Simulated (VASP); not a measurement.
# Ta3N (P-3m1) in VASP: notebook

Runs on Ta3N. Level: PBE. Tasks: single point.

Everything below comes from runs of VASP 6.6.1. Logs are shortened: lines on timing, memory, paths and dates and some standing lists are left out, and cuts for length are marked.

### Step 1. The cell of the first run

Symmetry: P-3m1, No. 164, trigonal system. The conventional cell has a = 3.032 Å, b = 3.032 Å, c = 7.524 Å, α = 90.00°, β = 90.00°, γ = 120.00°. Within 4.0 Å of Ta (site symmetry -3m) lie 12 Ta at 3.01 to 3.03 Å and 2 N at 3.76 Å. Ta (site symmetry 3m) has 3 N at 2.19 Å and 12 Ta at 3.01 to 3.15 Å within 3.2 Å. Within 2.9 Å of N (site symmetry -3m) lie 6 Ta at 2.19 Å.

### Step 2. Single point, PBE

Input file INCAR:

```
ALGO = Normal
EDIFF = 1E-7
ENCUT = 520
GGA = PE
ISIF = 2
ISMEAR = 0
LASPH = T
LCHARG = T
LELF = T
LREAL = F
LVHAR = T
LWAVE = F
NBANDS = 27
NELM = 100
PREC = Accurate
SIGMA = 0.1
```

Input file KPOINTS:

```
k-points
0
Gamma
  6 6 4
```

Input file POSCAR:

```
Ta3N
1.0
    3.0322239879      0.0000000000      0.0000000000
   -1.5161119940      2.6259830035      0.0000000000
    0.0000000000      0.0000000000      7.5241370000
Ta N
3 1
Direct
    0.0000000000      0.0000000000      0.5000000000
    0.3333333300      0.6666666700      0.1739300000
    0.6666666700      0.3333333300      0.8260700000
    0.0000000000      0.0000000000      0.0000000000
```

Potentials or basis: VASP PAW PBE potentials, release 64 (Ta_pv, N).

Command:

```sh
cat potpaw_PBE.64/Ta_pv/POTCAR potpaw_PBE.64/N/POTCAR > POTCAR
mpirun -np 1 vasp_std > vasp.out
```

OUTCAR:

```text
EDIFF = 1E-7
   ENCUT = 520
   GGA = PE
   ISIF = 2
   ISMEAR = 0
   LASPH = T
   LREAL = F
   NELM = 100
   PREC = Accurate

 ion  position               nearest neighbor table
   1  0.000  0.000  0.500-   2 3.01   3 3.01   3 3.01   2 3.01   3 3.01   2 3.01
   2  0.333  0.667  0.174-   4 2.19   4 2.19   4 2.19   1 3.01   1 3.01   1 3.01   3 3.15   3 3.15
                             3 3.15
   3  0.667  0.333  0.826-   4 2.19   4 2.19   4 2.19   1 3.01   1 3.01   1 3.01   2 3.15   2 3.15
                             2 3.15
   4  0.000  0.000  0.000-   2 2.19   3 2.19   3 2.19   2 2.19   3 2.19   2 2.19

  LATTYP: Found a hexagonal cell.
 ALAT       =     3.0322239879
 C/A-ratio  =     2.4813922158

  Lattice vectors:

 A1 = (   3.0322239879,   0.0000000000,   0.0000000000)
 A2 = (  -1.5161119940,   2.6259830035,   0.0000000000)
 A3 = (   0.0000000000,   0.0000000000,   7.5241370000)

Analysis of symmetry for initial positions (statically):
=====================================================================
 Subroutine PRICEL returns:
 Original cell was already a primitive cell.

 Routine SETGRP: Setting up the symmetry group for a
 hexagonal supercell.

 Subroutine GETGRP returns: Found 12 space group operations
 (whereof 12 operations were pure point group operations)
 out of a pool of 24 trial point group operations.

The static configuration has the point symmetry D_3d.

Analysis of symmetry for dynamics (positions and initial velocities):
=====================================================================
 Subroutine PRICEL returns:
 Original cell was already a primitive cell.

 Routine SETGRP: Setting up the symmetry group for a
 hexagonal supercell.

 Subroutine GETGRP returns: Found 12 space group operations
 (whereof 12 operations were pure point group operations)
 out of a pool of 24 trial point group operations.

The dynamic configuration has the point symmetry D_3d.

 Subroutine INISYM returns: Found 12 space group operations
 (whereof 12 operations are pure point group operations),
 and found     1 'primitive' translations

----------------------------------------------------------------------------------------

                                     Primitive cell

  volume of cell :      59.9115

  direct lattice vectors                    reciprocal lattice vectors
     3.032223988  0.000000000  0.000000000     0.329790940  0.190404888  0.000000000
    -1.516111994  2.625983004  0.000000000     0.000000000  0.380809776  0.000000000
     0.000000000  0.000000000  7.524137000     0.000000000  0.000000000  0.132905608

  length of vectors
     3.032223988  3.032223988  7.524137000     0.380809776  0.380809776  0.132905608

  position of ions in fractional coordinates (direct lattice)
     0.000000000  0.000000000  0.500000000
     0.333333330  0.666666670  0.173930000
     0.666666670  0.333333330  0.826070000
     0.000000000  0.000000000  0.000000000

  ion indices of the primitive-cell ions
   primitive index   ion index
                 1           1
                 2           2
                 3           3
                 4           4

----------------------------------------------------------------------------------------

 KPOINTS: k-points

Automatic generation of k-mesh.
 Grid dimensions read from file:
 generate k-points for:    6    6    4

 Generating k-lattice:

  Cartesian coordinates                     Fractional coordinates (reciprocal lattice)
     0.054965157  0.031734148  0.000000000     0.166666667  0.000000000  0.000000000
     0.000000000  0.063468296  0.000000000     0.000000000  0.166666667  0.000000000
     0.000000000  0.000000000  0.033226402     0.000000000  0.000000000  0.250000000

  Length of vectors
     0.063468296  0.063468296  0.033226402

  Shift w.r.t. Gamma in fractional coordinates (k-lattice)
     0.000000000  0.000000000  0.000000000

 Subroutine IBZKPT returns following result:
 ===========================================

 Found     24 irreducible k-points:

 Following reciprocal coordinates:
            Coordinates               Weight
  0.000000  0.000000  0.000000      1.000000
  0.166667  0.000000  0.000000      6.000000
  0.333333 -0.000000  0.000000      6.000000
  0.500000  0.000000  0.000000      3.000000
  0.166667  0.166667  0.000000      6.000000
  0.333333  0.166667  0.000000     12.000000
[... 16 lines left out ...]
  0.333333  0.166667  0.500000     12.000000
  0.333333  0.333333  0.500000      2.000000
   k-points           NKPTS =     24   k-points in BZ     NKDIM =     24   number of bands    NBANDS=     27
   number of dos      NEDOS =    301   number of ions     NIONS =      4
   total plane-waves  NPLWV =  32256
   dimension x,y,z NGX =    24 NGY =   24 NGZ =   56
   dimension x,y,z NGXF=    48 NGYF=   48 NGZF=  112
   ions per type =               3   1
   NGX,Y,Z   is equivalent  to a cutoff of  13.16, 13.16, 12.37 a.u.
   NGXF,Y,Z  is equivalent  to a cutoff of  26.32, 26.32, 24.75 a.u.
 SYSTEM =  unknown system
   PREC   = accura    normal or accurate (medium, high low for compatibility)
   ISTART =      0    job   : 0-new  1-cont  2-samecut
   ICHARG =      2    charge: 1-file 2-atom 10-const
   ISPIN  =      1    spin polarized calculation?
   LNONCOLLINEAR =      F non collinear calculations
   LSORBIT =      F    spin-orbit coupling
   LASPH  =      T    aspherical Exc in radial PAW
   ENCUT  =  520.0 eV  38.22 Ry    6.18 a.u.   5.64  5.64 13.99*2*pi/ulx,y,z
   NELM   =    100;   NELMIN=  2; NELMDL= -5     # of ELM steps
   EDIFF  = 0.1E-06   stopping-criterion for ELM
   LREAL  =      F    real-space projection
   EDIFFG = 0.1E-05   stopping-criterion for IOM
   NSW    =      0    number of steps for IOM
   IBRION =     -1    ionic relax: 0-MD 1-quasi-New 2-CG
   NFREE  =      0    steps in history (QN), initial steepest desc. (CG)
   ISIF   =      2    stress and relaxation
   ISYM   =      2    0-nonsym 1-usesym 2-fastsym
   POTIM  = 0.5000    time-step for ionic-motion
   TEBEG  =    0.0;   TEEND  =   0.0 temperature during run
   PSTRESS=    0.0 pullay stress
   NELECT =      38.0000    total number of electrons
   NUPDOWN=      -1.0000    fix difference up-down
   EMIN   =  10.00;   EMAX   =-10.00  energy-range for DOS
   EFERMI =   0.00;   METHOD = LEGACY
   ISMEAR =     0;   SIGMA  =   0.10  broadening in eV -4-tet -1-fermi 0-gaus
   EFERMI_NEDOS =   21; number of points for ismear=-14 and -15
   IALGO  =     38    algorithm
   IMIX   =      4    mixing-type and parameters
     AMIX     =   0.40;   BMIX     =  1.00
     AMIX_MAG =   1.60;   BMIX_MAG =  1.00
  volume/ion in A,a.u.               =      14.98       101.08
  Fermi-wavevector in a.u.,A,eV,Ry     =   1.406585  2.658061 26.918884  1.978482
  Thomas-Fermi vector in A             =   2.528931
   LORBIT       =      0    0 simple, 1 ext, 2 COOP (PROOUT), +10 PAW based schemes
   GGA     = PE    functional components
   LHFCALC =     F    Hartree Fock is set to
   AEXX    =    0.0000 exact exchange contribution
   IVDW    =     0    specifies the selected vdW correction
   LEPSILON=     F    determine dielectric tensor
   LRPA    =     F    only Hartree local field effects (RPA)
 non-spin polarized calculation
 Gauss-broadening in eV      SIGMA  =   0.10
  energy-cutoff  :      520.00
  volume of cell :       59.91
 maximum number of plane-waves:      1642
 NGX is ok and might be reduce to    24
   NGX = 11   NGY = 11   NGZ = 27

 number of electron      38.0000001 magnetization

 Free energy of the ion-electron system (eV)
  ---------------------------------------------------
  ext. energy  EPLUGINS =         0.00000000
  ---------------------------------------------------
  free energy    TOTEN  =       -45.60315129 eV

  energy without entropy =      -45.58721108  energy(sigma->0) =      -45.59518118

 E-fermi :   6.6849     XC(G=0): -12.6880

 val. band max:        6.6637900167   @ k =   0.1667   0.0000   0.5000
 cond. band min:       6.7151556033   @ k =   0.0000   0.1667   0.2500
 fundamental gap:      0.0513655867
 Fermi energy:         6.6848830927

 k-point     1 :       0.0000    0.0000    0.0000
  band No.  band energies     occupation
      1     -28.5580      2.00000
      2     -28.2558      2.00000
      3     -27.9680      2.00000
      4     -27.9680      2.00000
      5     -27.9385      2.00000
      6     -27.9385      2.00000
[... 19 lines left out ...]
     26       8.9219      0.00000
     27       9.9375      0.00000

 k-point     2 :       0.1667    0.0000    0.0000
  band No.  band energies     occupation
      1     -28.5228      2.00000
      2     -28.2602      2.00000
      3     -28.1303      2.00000
      4     -28.1023      2.00000
      5     -28.0234      2.00000
      6     -27.9691      2.00000
[... 19 lines left out ...]
     26       9.8292      0.00000
     27      10.8132      0.00000

 k-point     3 :       0.3333   -0.0000    0.0000
  band No.  band energies     occupation
      1     -28.5957      2.00000
      2     -28.5337      2.00000
      3     -28.3190      2.00000
      4     -28.1315      2.00000
      5     -28.1231      2.00000
      6     -28.0392      2.00000
[... 19 lines left out ...]
     26      10.7829      0.00000
     27      11.2335      0.00000

 k-point     4 :       0.5000    0.0000    0.0000
  band No.  band energies     occupation
      1     -28.7505      2.00000
      2     -28.6850      2.00000
      3     -28.3165      2.00000
      4     -28.1707      2.00000
      5     -28.1106      2.00000
      6     -28.0753      2.00000
[... 19 lines left out ...]
     26      11.7023      0.00000
     27      12.0254      0.00000
[... 516 lines left out ...]
      4     -28.1440      2.00000
      5     -28.1089      2.00000
      6     -28.0580      2.00000
[... 19 lines left out ...]
     26      10.4607      0.00000
     27      10.8338      0.00000

 k-point    23 :       0.3333    0.1667    0.5000
  band No.  band energies     occupation
      1     -28.6777      2.00000
      2     -28.5759      2.00000
      3     -28.3091      2.00000
      4     -28.2521      2.00000
      5     -28.1793      2.00000
      6     -28.1328      2.00000
[... 19 lines left out ...]
     26      11.9220      0.00000
     27      12.1768      0.00000

 k-point    24 :       0.3333    0.3333    0.5000
  band No.  band energies     occupation
      1     -28.5901      2.00000
      2     -28.4886      2.00000
      3     -28.4886      2.00000
      4     -28.4129      2.00000
      5     -28.1596      2.00000
      6     -28.1596      2.00000
[... 19 lines left out ...]
     26      11.2743      0.00000
     27      11.3829      0.00000

------------------------ aborting loop because EDIFF is reached ----------------------------------------

  FORCE on cell =-STRESS in cart. coord.  units (eV):
  Direction    XX          YY          ZZ          XY          YZ          ZX
  --------------------------------------------------------------------------------------
  -------------------------------------------------------------------------------------
  Total       -0.3270851     -0.3270851      0.9096415      0.0000000     -0.0000000      0.0000000
  in kB       -8.7470471     -8.7470471     24.3260148      0.0000000     -0.0000000      0.0000000
  external PRESSURE =       2.2773069 kB  Pullay stress =       0.0000000 kB

 VOLUME and BASIS-vectors are now :
 -----------------------------------------------------------------------------
  energy-cutoff  :      520.00
  volume of cell :       59.91
      direct lattice vectors                 reciprocal lattice vectors
     3.032223988  0.000000000  0.000000000     0.329790940  0.190404888  0.000000000
    -1.516111994  2.625983004  0.000000000     0.000000000  0.380809776  0.000000000
     0.000000000  0.000000000  7.524137000     0.000000000  0.000000000  0.132905608

 POSITION                                       TOTAL-FORCE (eV/Angst)
 -----------------------------------------------------------------------------------
      0.00000      0.00000      3.76207        -0.000000      0.000000     -0.000000
     -0.00000      1.75066      1.30867        -0.000000     -0.000000     -0.002759
      1.51611      0.87533      6.21546         0.000000      0.000000      0.002759
      0.00000      0.00000      0.00000        -0.000000      0.000000     -0.000000
 -----------------------------------------------------------------------------------
    total drift:                                0.000000      0.000000      0.000000

  FREE ENERGIE OF THE ION-ELECTRON SYSTEM (eV)
  ---------------------------------------------------
  free  energy   TOTEN  =       -45.6031512859 eV

  energy  without entropy=      -45.5872110838  energy(sigma->0) =      -45.59518118
```

Wall time 48 s (1 thread of Intel Xeon Platinum 8375C at 2.90GHz (Ice Lake), shared host); peak memory 0.19 GiB.

What came out:

* Free energy: -45.6032 eV
* Pressure: 0.2 GPa
* Band gap on the k mesh: zero (bands 19 and 20 overlap by 0.48 eV)

Forces in eV/Å, atoms in the order of the input:
```
Ta   0.000  0.000  0.000
Ta   0.000  0.000 -0.003
Ta   0.000  0.000  0.003
N    0.000  0.000  0.000
```

Stress tensor (GPa, compression positive):
```
-0.87  0.00  0.00
 0.00 -0.87  0.00
 0.00  0.00  2.43
```

Levels at points of the mesh, in eV from the Fermi level:
| k point | band 17 | band 18 | band 19 | band 20 | band 21 | band 22 |
| --- | --- | --- | --- | --- | --- | --- |
| (0.00, 0.00, 0.00) | -0.54 | -0.54 | -0.34 | 0.27 | 0.27 | 0.86 |
| (0.50, 0.00, 0.00) | -1.21 | -0.53 | 0.10 | 0.67 | 0.85 | 3.41 |
| (0.00, 0.00, 0.50) | -1.17 | -0.34 | -0.34 | 0.54 | 0.54 | 1.15 |
| (0.50, 0.00, 0.50) | -1.36 | -1.28 | 0.13 | 0.88 | 1.23 | 2.35 |

Caveat: the k points lie up to 0.40 Å⁻¹ apart; spin-orbit coupling is left out, which moves the levels of the heavy elements.

### Step 3. Single point, PBE, collinear spin

Input file INCAR:

```
  PREC = Accurate
  ENCUT = 600
  EDIFF = 1E-6
  ISMEAR = 0
  SIGMA = 0.1
  LREAL = F
  LASPH = T
  NELM = 200
  ALGO = Normal
  ISIF = 2
  LWAVE = F
  LCHARG = F
  ISPIN = 2
  MAGMOM = 1 1 1 0
  LORBIT = 11
  LMAXMIX = 4
  GGA = PE
  NBANDS = 31
  GGA_COMPAT = F
```

Input file KPOINTS:

```
Automatic mesh
0
Gamma
  6 6 4
```

POSCAR is that of step 2.

Potentials or basis: VASP PAW PBE potentials, release 64 (Ta_pv, N).

Command:

```sh
cat potpaw_PBE.64/Ta_pv/POTCAR potpaw_PBE.64/N/POTCAR > POTCAR
mpirun -np 1 vasp_std > vasp.out
```

It took 2.3 min on 1 thread of Intel Xeon 8259CL, shared host; peak memory 0.26 GiB.

It converged, with:

| Property | Result |
| --- | --- |
| Free energy | -45.6059 eV |
| Pressure | 0.2 GPa |
| Band gap on the k mesh | zero (filled and empty bands overlap) |
| Net moment | 0.00 μB per cell |
| Valence electrons inside the program's atomic spheres | Ta 8.75, 8.89 (each value once); N 3.75 |

Forces on the atoms (eV/Å):
```
Ta   0.000  0.000  0.000
Ta   0.000  0.000 -0.002
Ta   0.000  0.000  0.002
N    0.000  0.000  0.000
```

Stress tensor (GPa, compression positive):
```
-0.91  0.00  0.00
 0.00 -0.91  0.00
 0.00  0.00  2.40
```

Levels at points of the mesh, in eV from the Fermi level:
Spin up:
```csv
k point,band 16,band 17,band 18,band 19,band 20,band 21,band 22,band 23
"(0.00, 0.00, 0.00)",-1.42,-0.54,-0.54,-0.34,0.27,0.27,0.86,1.77
"(0.50, 0.00, 0.00)",-3.12,-1.21,-0.53,0.10,0.67,0.85,3.41,3.96
"(0.00, 0.00, 0.50)",-1.27,-1.17,-0.34,-0.34,0.54,0.54,1.15,1.23
"(0.50, 0.00, 0.50)",-2.90,-1.36,-1.28,0.13,0.88,1.23,2.35,4.31
```
Spin down:
```tsv
k point	band 15	band 16	band 17	band 18	band 19	band 20	band 21	band 22	band 23	band 24
(0.00, 0.00, 0.00)	-3.60	-1.42	-0.54	-0.54	-0.34	0.27	0.27	0.86	1.77	1.77
(0.50, 0.00, 0.00)	-3.78	-3.12	-1.21	-0.53	0.10	0.67	0.85	3.41	3.96	4.30
(0.00, 0.00, 0.50)	-3.81	-1.27	-1.17	-0.34	-0.34	0.54	0.54	1.15	1.23	1.23
(0.50, 0.00, 0.50)	-3.70	-2.90	-1.36	-1.28	0.13	0.88	1.23	2.35	4.31	4.38
```

Caveat: the k points lie up to 0.40 Å⁻¹ apart; spin-orbit coupling is left out, which moves the levels of the heavy elements.

[end of part 1 of 2]
